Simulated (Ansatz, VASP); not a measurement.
# One calculation of Mg3Se, two programs

```
Mg Se
1.0
    -1.84634    2.59385    5.46178
     1.84634   -2.59385    5.46178
     1.84634    2.59385   -5.46178
Mg Se
3 1
Direct
  0.23379 0.73379 0.50000
  0.76621 0.26621 0.50000
  0.50000 0.50000 0.00000
  0.00000 0.50000 0.50000
```

Alike in both runs: task relaxation of cell and atoms; functional PBE; k mesh 16 × 16 × 16; occupations gaussian, width 0.1 eV; no spin polarisation.

|  | VASP | Ansatz |
| --- | --- | --- |
| version | VASP 6.6.1 | Ansatz 0.2.0 |
| potentials or method | VASP PAW PBE potentials, release 64 (Mg, Se), cutoff 600 eV | scalar-relativistic, plane waves, PAW |
| valence electrons in the cell | 12 | 46 |

VASP gave:

* gap on the k mesh at the Fermi level, each at its own relaxed structure (eV): none
* relaxed volume (Å³/atom): 26.11
* relaxed length of the cell vector where the two differ most in proportion (Å): 6.322

Question: Estimate Ansatz's values.

Answer: gap on the k mesh at the Fermi level, each at its own relaxed structure (eV): none; relaxed volume (Å³/atom): 26.19; relaxed length of the cell vector where the two differ most in proportion (Å): 6.324.

A gap of «none» marks a metal or a gap that the smearing closes. VASP's potentials hold 12 valence electrons a cell and Ansatz's 46, so a difference there can come from the potentials and not from the codes.
